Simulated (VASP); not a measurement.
# BN (P6_3/mmc) in VASP: a series of runs

Runs on BN. Level: PBEsol. Tasks: electric field gradients.

Everything below comes from runs of VASP 6.6.1. Logs are shortened: lines on timing, memory, paths and dates and some standing lists are left out, and cuts for length are marked.

## 1. The cell of the first run

It takes space group P6_3/mmc (No. 194, hexagonal). The conventional cell has a = 2.487 Å, b = 2.487 Å, c = 6.616 Å, α = 90.00°, β = 90.00°, γ = 120.00°. Within 1.9 Å of B (site symmetry -6m2) lie 3 N at 1.44 Å. N (site symmetry -6m2) has 3 B at 1.44 Å within 1.9 Å.

## 2. Electric field gradients, PBEsol (volume scaled by 0.98)

The input, INCAR:

```
SYSTEM = BN
ALGO = Normal ; EDIFF = 1E-8
ENCUT = 520 ; GGA = PS
ISIF = 2 ; ISMEAR = -1
LASPH = .True. ; LCHARG = .False.
LEFG = .True. ; LREAL = .False.
LWAVE = .False. ; NBANDS = 16
NELM = 100 ; PREC = Accurate
SIGMA = 0.03
```

The input, KPOINTS:

```
k-points
0
Gamma
  11 11 4
  0 0 0
```

The input, POSCAR:

```
BN
1.0
    2.4871858845      0.0000000000      0.0000000000
   -1.2435929423      2.1539661599      0.0000000000
    0.0000000000      0.0000000000      6.6164926127
B N
2 2
Direct
    0.3333333333      0.6666666667      0.2500000000
    0.6666666667      0.3333333333      0.7500000000
    0.3333333333      0.6666666667      0.7500000000
    0.6666666667      0.3333333333      0.2500000000
```

Potentials or basis: VASP PAW PBE potentials, release 64 (B, N).

Command:

```bash
$ cat potpaw_PBE.64/B/POTCAR potpaw_PBE.64/N/POTCAR > POTCAR
$ mpirun -np 1 vasp_std > vasp.out
```

OUTCAR:

```text
SYSTEM = BN
   EDIFF = 1E-8
   ENCUT = 520
   GGA = PS
   ISIF = 2
   ISMEAR = -1
   LASPH = .True.
   LREAL = .False.
   NELM = 100
   PREC = Accurate

 ion  position               nearest neighbor table
   1  0.333  0.667  0.250-   4 1.44   4 1.44   4 1.44
   2  0.667  0.333  0.750-   3 1.44   3 1.44   3 1.44
   3  0.333  0.667  0.750-   2 1.44   2 1.44   2 1.44
   4  0.667  0.333  0.250-   1 1.44   1 1.44   1 1.44

  LATTYP: Found a hexagonal cell.
 ALAT       =     2.4871858845
 C/A-ratio  =     2.6602324555

  Lattice vectors:

 A1 = (   2.4871858845,   0.0000000000,   0.0000000000)
 A2 = (  -1.2435929423,   2.1539661599,   0.0000000000)
 A3 = (   0.0000000000,   0.0000000000,   6.6164926127)

Analysis of symmetry for initial positions (statically):
=====================================================================
 Subroutine PRICEL returns:
 Original cell was already a primitive cell.

 Routine SETGRP: Setting up the symmetry group for a
 hexagonal supercell.

 Subroutine GETGRP returns: Found 24 space group operations
 (whereof 12 operations were pure point group operations)
 out of a pool of 24 trial point group operations.

The static configuration has the point symmetry D_3d.
 The point group associated with its full space group is D_6h.

Analysis of symmetry for dynamics (positions and initial velocities):
=====================================================================
 Subroutine PRICEL returns:
 Original cell was already a primitive cell.

 Routine SETGRP: Setting up the symmetry group for a
 hexagonal supercell.

 Subroutine GETGRP returns: Found 24 space group operations
 (whereof 12 operations were pure point group operations)
 out of a pool of 24 trial point group operations.

The dynamic configuration has the point symmetry D_3d.
 The point group associated with its full space group is D_6h.

 Subroutine INISYM returns: Found 24 space group operations
 (whereof 12 operations are pure point group operations),
 and found     1 'primitive' translations

----------------------------------------------------------------------------------------

                                     Primitive cell

  volume of cell :      35.4466

  direct lattice vectors                    reciprocal lattice vectors
     2.487185885  0.000000000  0.000000000     0.402060822  0.232129924  0.000000000
    -1.243592942  2.153966160  0.000000000     0.000000000  0.464259847  0.000000000
     0.000000000  0.000000000  6.616492613     0.000000000  0.000000000  0.151137477

  length of vectors
     2.487185885  2.487185885  6.616492613     0.464259847  0.464259847  0.151137477

  position of ions in fractional coordinates (direct lattice)
     0.333333333  0.666666667  0.250000000
     0.666666667  0.333333333  0.750000000
     0.333333333  0.666666667  0.750000000
     0.666666667  0.333333333  0.250000000

  ion indices of the primitive-cell ions
   primitive index   ion index
                 1           1
                 2           2
                 3           3
                 4           4

----------------------------------------------------------------------------------------

 KPOINTS: k-points

Automatic generation of k-mesh.
 Grid dimensions read from file:
 generate k-points for:   11   11    4

 Generating k-lattice:

  Cartesian coordinates                     Fractional coordinates (reciprocal lattice)
     0.036550984  0.021102720  0.000000000     0.090909091  0.000000000  0.000000000
     0.000000000  0.042205441  0.000000000     0.000000000  0.090909091  0.000000000
     0.000000000  0.000000000  0.037784369     0.000000000  0.000000000  0.250000000

  Length of vectors
     0.042205441  0.042205441  0.037784369

  Shift w.r.t. Gamma in fractional coordinates (k-lattice)
     0.000000000  0.000000000  0.000000000

 Subroutine IBZKPT returns following result:
 ===========================================

 Found     48 irreducible k-points:

 Following reciprocal coordinates:
            Coordinates               Weight
  0.000000  0.000000  0.000000      1.000000
  0.090909 -0.000000  0.000000      6.000000
  0.181818 -0.000000  0.000000      6.000000
  0.272727  0.000000  0.000000      6.000000
  0.363636 -0.000000  0.000000      6.000000
  0.454545 -0.000000  0.000000      6.000000
[... 16 lines left out ...]
  0.090909  0.090909  0.250000     12.000000
  0.181818  0.090909  0.250000     24.000000
 [... further k-points ...]
   k-points           NKPTS =     48   k-points in BZ     NKDIM =     48   number of bands    NBANDS=     16
   number of dos      NEDOS =    301   number of ions     NIONS =      4
   total plane-waves  NPLWV =  16200
   dimension x,y,z NGX =    18 NGY =   18 NGZ =   50
   dimension x,y,z NGXF=    36 NGYF=   36 NGZF=  100
   ions per type =               2   2
   NGX,Y,Z   is equivalent  to a cutoff of  12.03, 12.03, 12.56 a.u.
   NGXF,Y,Z  is equivalent  to a cutoff of  24.06, 24.06, 25.13 a.u.
 SYSTEM =  BN
   PREC   = accura    normal or accurate (medium, high low for compatibility)
   ISTART =      0    job   : 0-new  1-cont  2-samecut
   ICHARG =      2    charge: 1-file 2-atom 10-const
   ISPIN  =      1    spin polarized calculation?
   LNONCOLLINEAR =      F non collinear calculations
   LSORBIT =      F    spin-orbit coupling
   LASPH  =      T    aspherical Exc in radial PAW
   ENCUT  =  520.0 eV  38.22 Ry    6.18 a.u.   4.62  4.62 12.30*2*pi/ulx,y,z
   NELM   =    100;   NELMIN=  2; NELMDL= -5     # of ELM steps
   EDIFF  = 0.1E-07   stopping-criterion for ELM
   LREAL  =      F    real-space projection
   EDIFFG = 0.1E-06   stopping-criterion for IOM
   NSW    =      0    number of steps for IOM
   IBRION =     -1    ionic relax: 0-MD 1-quasi-New 2-CG
   NFREE  =      0    steps in history (QN), initial steepest desc. (CG)
   ISIF   =      2    stress and relaxation
   ISYM   =      2    0-nonsym 1-usesym 2-fastsym
   POTIM  = 0.5000    time-step for ionic-motion
   TEBEG  =    0.0;   TEEND  =   0.0 temperature during run
   PSTRESS=    0.0 pullay stress
   NELECT =      16.0000    total number of electrons
   NUPDOWN=      -1.0000    fix difference up-down
   EMIN   =  10.00;   EMAX   =-10.00  energy-range for DOS
   EFERMI =   0.00;   METHOD = LEGACY
   ISMEAR =    -1;   SIGMA  =   0.03  broadening in eV -4-tet -1-fermi 0-gaus
   EFERMI_NEDOS =   21; number of points for ismear=-14 and -15
   IALGO  =     38    algorithm
   IMIX   =      4    mixing-type and parameters
     AMIX     =   0.40;   BMIX     =  1.00
     AMIX_MAG =   1.60;   BMIX_MAG =  1.00
  volume/ion in A,a.u.               =       8.86        59.80
  Fermi-wavevector in a.u.,A,eV,Ry     =   1.255808  2.373133 21.457112  1.577053
  Thomas-Fermi vector in A             =   2.389546
   LORBIT       =      0    0 simple, 1 ext, 2 COOP (PROOUT), +10 PAW based schemes
   GGA     = PS    functional components
   LHFCALC =     F    Hartree Fock is set to
   AEXX    =    0.0000 exact exchange contribution
   IVDW    =     0    specifies the selected vdW correction
   LEPSILON=     F    determine dielectric tensor
   LRPA    =     F    only Hartree local field effects (RPA)
 non-spin polarized calculation
  energy-cutoff  :      520.00
  volume of cell :       35.45
 maximum number of plane-waves:       973
   NGX =  9   NGY =  9   NGZ = 25

 number of electron      15.9999993 magnetization

 Free energy of the ion-electron system (eV)
  ---------------------------------------------------
  ext. energy  EPLUGINS =         0.00000000
  ---------------------------------------------------
  free energy    TOTEN  =       -36.55052850 eV

  energy without entropy =      -36.55052850  energy(sigma->0) =      -36.55052850

 E-fermi :   3.0452     XC(G=0): -10.3689

 val. band max:        2.3340709500   @ k =   0.3636   0.2727   0.0000
 cond. band min:       6.5887274663   @ k =   0.4545   0.0909   0.0000
 fundamental gap:      4.2546565163
 Fermi energy:         3.0452467683

 k-point     1 :       0.0000    0.0000    0.0000
  band No.  band energies     occupation
      1     -15.5794      2.00000
      2     -15.2690      2.00000
      3      -4.1051      2.00000
      4      -1.9011      2.00000
      5       1.0233      2.00000
      6       1.0233      2.00000
[... 8 lines left out ...]
     15      14.8793      0.00000
     16      15.5443      0.00000

 k-point     2 :       0.0909   -0.0000    0.0000
  band No.  band energies     occupation
      1     -15.4144      2.00000
      2     -15.1098      2.00000
      3      -3.8782      2.00000
      4      -1.6973      2.00000
      5       0.3573      2.00000
      6       0.3903      2.00000
[... 8 lines left out ...]
     15      14.9277      0.00000
     16      15.4247      0.00000

 k-point     3 :       0.1818   -0.0000    0.0000
  band No.  band energies     occupation
      1     -14.9299      2.00000
      2     -14.6430      2.00000
      3      -3.2072      2.00000
      4      -1.2923      2.00000
      5      -1.2483      2.00000
      6      -1.1008      2.00000
[... 8 lines left out ...]
     15      16.6668      0.00000
     16      16.7393      0.00000

 k-point     4 :       0.2727    0.0000    0.0000
  band No.  band energies     occupation
      1     -14.1649      2.00000
      2     -13.9096      2.00000
      3      -3.3165      2.00000
      4      -3.2467      2.00000
      5      -2.1288      2.00000
      6      -0.8416      2.00000
[... 8 lines left out ...]
     15      17.8954      0.00000
     16      19.2609      0.00000
[... 324 lines left out ...]
 k-point    22 :       0.4545   -0.0000    0.2500
  band No.  band energies     occupation
      1     -12.4093      2.00000
      2     -12.3335      2.00000
      3      -6.4971      2.00000
      4      -6.4446      2.00000
      5      -1.8072      2.00000
      6      -1.7603      2.00000
[... 8 lines left out ...]
     15      18.0468      0.00000
     16      20.4446      0.00000

 k-point    23 :       0.0909    0.0909    0.2500
  band No.  band energies     occupation
      1     -15.0489      2.00000
      2     -14.8420      2.00000
      3      -3.1715      2.00000
      4      -1.6927      2.00000
      5      -0.6913      2.00000
      6      -0.6677      2.00000
[... 8 lines left out ...]
     15      15.8269      0.00000
     16      16.2548      0.00000

 k-point    24 :       0.1818    0.0909    0.2500
  band No.  band energies     occupation
      1     -14.4250      2.00000
      2     -14.2352      2.00000
      3      -2.4634      2.00000
      4      -2.3733      2.00000
      5      -2.2266      2.00000
      6      -0.8981      2.00000
[... 8 lines left out ...]
     15      17.3989      0.00000
     16      17.4387      0.00000

 [... further k-points ...]
[... 5 lines left out ...]
  --------------------------------------------------------------------------------------
  -------------------------------------------------------------------------------------
  Total        1.8418363      1.8418363      0.1953364     -0.0000000     -0.0000000      0.0000000
  in kB       83.2504624     83.2504624      8.8291498     -0.0000000     -0.0000000      0.0000000
  external PRESSURE =      58.4433582 kB  Pullay stress =       0.0000000 kB

 VOLUME and BASIS-vectors are now :
 -----------------------------------------------------------------------------
  energy-cutoff  :      520.00
  volume of cell :       35.45
      direct lattice vectors                 reciprocal lattice vectors
     2.487185885  0.000000000  0.000000000     0.402060822  0.232129924  0.000000000
    -1.243592942  2.153966160  0.000000000     0.000000000  0.464259847  0.000000000
     0.000000000  0.000000000  6.616492613     0.000000000  0.000000000  0.151137477

 POSITION                                       TOTAL-FORCE (eV/Angst)
 -----------------------------------------------------------------------------------
     -0.00000      1.43598      1.65412        -0.000000      0.000000      0.000000
      1.24359      0.71799      4.96237         0.000000      0.000000      0.000000
     -0.00000      1.43598      4.96237         0.000000      0.000000      0.000000
      1.24359      0.71799      1.65412         0.000000     -0.000000      0.000000
 -----------------------------------------------------------------------------------
    total drift:                               -0.000000      0.000000      0.000000

  FREE ENERGIE OF THE ION-ELECTRON SYSTEM (eV)
  ---------------------------------------------------
  free  energy   TOTEN  =       -36.5505284963 eV

  energy  without entropy=      -36.5505284963  energy(sigma->0) =      -36.55052850

 Electric field gradients (V/A^2)
---------------------------------------------------------------------
 ion       V_xx      V_yy      V_zz      V_xy      V_xz      V_yz
---------------------------------------------------------------------
   1     -17.572   -17.572    35.143     0.000    -0.000    -0.000
   2     -17.572   -17.572    35.143     0.000    -0.000    -0.000
   3      -3.124    -3.125     6.249    -0.002     0.000     0.000
   4      -3.124    -3.125     6.249    -0.002     0.000     0.000
---------------------------------------------------------------------

 Electric field gradients after diagonalization (V/A^2)
 (convention: |V_zz| > |V_xx| > |V_yy|)
----------------------------------------------------------------------
 ion       V_xx      V_yy      V_zz     asymmetry (V_yy - V_xx)/ V_zz
----------------------------------------------------------------------
   1     -17.572   -17.571    35.143       0.000
   2     -17.572   -17.571    35.143       0.000
   3      -3.126    -3.123     6.249       0.001
   4      -3.126    -3.123     6.249       0.001
----------------------------------------------------------------------

           NMR quadrupolar parameters

 Cq : quadrupolar parameter    Cq=e*Q*V_zz/h
 eta: asymmetry parameters     (V_yy - V_xx)/ V_zz
 Q  : nuclear electric quadrupole moment in mb (millibarn)
----------------------------------------------------------------------
 ion       Cq(MHz)       eta       Q (mb)
----------------------------------------------------------------------
   1       0.085       0.000       1.000
   2       0.085       0.000       1.000
   3       0.015       0.001       1.000
   4       0.015       0.001       1.000
----------------------------------------------------------------------
```

Run time: 56 s. Hardware: 1 thread of AMD EPYC 7R13, shared host; peak memory 0.12 GiB.

Results:

| Quantity | Value |
| --- | --- |
| Free energy | -36.5505 eV |
| Pressure | 5.8 GPa |
| Band gap on the k mesh | 4.25 eV, indirect (least direct gap 4.64 eV) |

Stress tensor (GPa, compression positive):
```
8.33 0.00 0.00
0.00 8.33 0.00
0.00 0.00 0.88
```

Electric field gradients, principal values (V/Å²):
```
atom    least   middle  greatest (by size)
 1 B  -17.571  -17.572              35.143
 2 B  -17.571  -17.572              35.143
 3 N   -3.123   -3.126               6.249
 4 N   -3.123   -3.126               6.249
```

Caveat: without QUAD_EFG the Cq values of the log hold for a quadrupole moment of 1 mb, not for the nuclei; the PAW data sets were made with another functional, which shifts forces and pressure a little; this functional lacks dispersion, which binds the layers, so the pressure and a relaxed spacing across them are unreliable. A k mesh can miss the band edges.

(Part 1 of 2 ends here.)
